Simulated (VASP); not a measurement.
## Pt: single point with PBEsol

The system is Pt.

```
CELL_PARAMETERS angstrom
-1.56039 1.56039 1.56039
1.56039 -1.56039 1.56039
1.56039 1.56039 -1.56039
ATOMIC_POSITIONS crystal
Pt 0.00000 0.00000 0.00000
```

This isn't the form of Pt at room conditions, which is fcc.

```
Program                : VASP 6.6.1
Task                   : single point
Functional             : PBEsol
Potentials or basis    : VASP PAW PBE potentials, release 64 (Pt)
Cutoff                 : 500 eV
k mesh                 : 18 × 18 × 18
Occupations            : gaussian, width 0.1 eV
Spin                   : no spin polarisation
Dipole correction      : no
Further INCAR settings : ALGO = Normal; EDIFF = 1e-06; NBANDS = 11
```

```yaml
Pressure: -0.4 GPa
Band_gap_on_the_k_mesh: zero (bands 5 and 6 overlap by 2.25 eV)
```

Levels at points of the mesh, in eV from the Fermi level:
```tsv
k point	band 2	band 3	band 4	band 5	band 6	band 7	band 8	band 9
(0.00, 0.00, 0.00)	-3.75	-3.75	-3.75	-1.08	-1.08	17.03	17.03	17.03
(0.50, 0.00, 0.00)	-5.27	-1.28	-0.73	0.04	1.10	6.56	13.20	16.09
(0.50, 0.50, 0.50)	-6.51	0.53	0.53	0.53	7.65	7.65	7.65	13.25
```

It took 32 s on 1 thread of AMD EPYC 7R43 64-Core Processor (Zen 3) (shared host), peak memory 0.1 GiB.

Caveat: the PAW data sets were made with another functional, which shifts forces and pressure a little; spin-orbit coupling is left out, which moves the levels of the heavy elements.
